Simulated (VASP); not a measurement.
Set up this calculation in VASP 6.6.1, as the native input.

```
Task                   : single point
Functional             : PBEsol
Potentials or basis    : VASP PAW PBE potentials, release 64 (Mg, Si, Sn_d)
Cutoff                 : 500 eV
k mesh                 : 1 × 1 × 1, shifted
Occupations            : fermi-dirac, width 0.05 eV
Spin                   : no spin polarisation
Dipole correction      : no
Further INCAR settings : LREAL = Auto; ALGO = Normal; EDIFF = 1e-06; NBANDS = 282; ISYM = -1
```

The structure of Mg16Si3Sn5 lies in POSCAR:

```
Mg16Si3Sn5
1.0
   13.1782232715      0.0000000000      0.0000000000
    0.0000000000     13.1782232715      0.0000000000
    0.0000000000      0.0000000000     13.1782232715
Mg Si Sn
64 12 20
Direct
    0.3700590000      0.1295860000      0.1173460000
    0.3749450000      0.1251230000      0.6268000000
    0.3742460000      0.6256120000      0.1257230000
    0.3754270000      0.6250780000      0.6238350000
    0.8762780000      0.1159070000      0.1241740000
    0.8749780000      0.1251030000      0.6332400000
    0.8789310000      0.6222020000      0.1275340000
    0.8755400000      0.6259310000      0.6255820000
    0.1239360000      0.3740080000      0.1147790000
    0.1262520000      0.3646270000      0.6258740000
    0.1155840000      0.8754720000      0.1240290000
    0.1296670000      0.8802770000      0.6308140000
    0.6308230000      0.3785590000      0.1292930000
    0.6193590000      0.3676610000      0.6292870000
    0.6310120000      0.8785300000      0.1294510000
    0.6253040000      0.8852620000      0.6233930000
    0.1294910000      0.1291190000      0.3815630000
    0.1256530000      0.1261500000      0.8735160000
    0.1196640000      0.6301990000      0.3697730000
    0.1206150000      0.6183130000      0.8810780000
    0.6246440000      0.1173530000      0.3766820000
    0.6253990000      0.1255170000      0.8662680000
    0.6309630000      0.6203140000      0.3714130000
    0.6259220000      0.6256330000      0.8752030000
    0.1240090000      0.1256740000      0.1135210000
    0.1294110000      0.1273360000      0.6297040000
    0.1144720000      0.6242340000      0.1240050000
    0.1245610000      0.6255280000      0.6247750000
    0.6299450000      0.1199380000      0.1294030000
    0.6192200000      0.1222570000      0.6277580000
    0.6307200000      0.6212020000      0.1286010000
    0.6246020000      0.6245680000      0.6232040000
    0.3698170000      0.3686930000      0.3810910000
    0.3742140000      0.3644930000      0.8738600000
    0.3812190000      0.8805850000      0.3797840000
    0.3695680000      0.8814680000      0.8703720000
    0.8713160000      0.3791680000      0.3691710000
    0.8851340000      0.3728310000      0.8766870000
    0.8745660000      0.8741580000      0.3663840000
    0.8760540000      0.8845190000      0.8767320000
    0.3677880000      0.3692560000      0.1189310000
    0.3743760000      0.3632410000      0.6255240000
    0.3754800000      0.8746560000      0.1239520000
    0.3746420000      0.8855440000      0.6237370000
    0.8758950000      0.3829770000      0.1234610000
    0.8797170000      0.3681690000      0.6292750000
    0.8778290000      0.8770200000      0.1273800000
    0.8698750000      0.8793810000      0.6305650000
    0.3748340000      0.1250180000      0.3859850000
    0.3698240000      0.1281630000      0.8690500000
    0.3746140000      0.6240680000      0.3746740000
    0.3731140000      0.6256520000      0.8745780000
    0.8699690000      0.1197510000      0.3698610000
    0.8800830000      0.1221650000      0.8718100000
    0.8743660000      0.6259700000      0.3652920000
    0.8795050000      0.6187270000      0.8813190000
    0.1283560000      0.3684440000      0.3801580000
    0.1215740000      0.3685130000      0.8774180000
    0.1190890000      0.8712300000      0.3689390000
    0.1236580000      0.8850840000      0.8758630000
    0.6288240000      0.3781140000      0.3702010000
    0.6191630000      0.3671760000      0.8709320000
    0.6256930000      0.8822130000      0.3753140000
    0.6304670000      0.8808310000      0.8696460000
    0.9998760000      0.0015550000      0.9985820000
    0.0001410000      0.4973650000      0.0011030000
    0.5001910000      0.0032240000      0.5025020000
    0.2470220000      0.2483140000      0.9944920000
    0.2507790000      0.2463120000      0.5050260000
    0.2496350000      0.0047400000      0.7500510000
    0.7513810000      0.9980570000      0.2498960000
    0.7501990000      0.0038960000      0.7498760000
    0.7532140000      0.5012430000      0.2478440000
    0.0029020000      0.2467020000      0.7518030000
    0.9966020000      0.7501870000      0.2461970000
    0.4970050000      0.2448700000      0.7490610000
    0.9991410000      0.0001760000      0.5015220000
    0.9999030000      0.4982440000      0.4990590000
    0.5007260000      0.0023420000      0.9971970000
    0.4992640000      0.4975010000      0.9996770000
    0.4997480000      0.4961070000      0.4998200000
    0.2455340000      0.7515730000      0.9996810000
    0.2496800000      0.7532200000      0.4990630000
    0.7524860000      0.2478620000      0.9995710000
    0.7491820000      0.2480810000      0.5002670000
    0.7532370000      0.7512440000      0.0007460000
    0.7504550000      0.7523940000      0.4981120000
    0.2492050000      0.0023040000      0.2489750000
    0.2462520000      0.4975850000      0.2490950000
    0.2490020000      0.4952620000      0.7503870000
    0.7509530000      0.4958920000      0.7511520000
    0.0002360000      0.2491540000      0.2472420000
    0.0002370000      0.7517700000      0.7541800000
    0.4988530000      0.2479000000      0.2506750000
    0.5030580000      0.7504360000      0.2514820000
    0.4998440000      0.7544450000      0.7483260000
```

These files were run (other wordings do the same):

INCAR

```
SYSTEM = Mg16Si3Sn5
PREC = Accurate
ENCUT = 500
EDIFF = 1E-6
ISMEAR = -1
SIGMA = 0.05
LREAL = Auto
LASPH = .True.
NELM = 120
ALGO = Normal
ISIF = 2
LWAVE = .False.
LCHARG = .False.
GGA = PS
ISYM = -1
NBANDS = 282
GGA_COMPAT = .False.
```

KPOINTS

```
explicit points
1
Reciprocal
  0.25000000   0.25000000   0.25000000 1
```

Potentials or basis: VASP PAW PBE potentials, release 64 (Mg, Si, Sn_d).

Run with:

```bash
$ cat potpaw_PBE.64/Mg/POTCAR potpaw_PBE.64/Si/POTCAR potpaw_PBE.64/Sn_d/POTCAR > POTCAR
$ mpirun -np 1 vasp_std > vasp.out
```

It gave:

The pressure is -0.1 GPa and the largest force is 0.020 eV/Å.

Caveat: the PAW data sets were made with another functional, which shifts forces and pressure a little.

Wall time 16 min on 1 thread of Intel(R) Xeon(R) Platinum 8488C (Sapphire Rapids), on a shared host, peak memory 1.8 GiB.
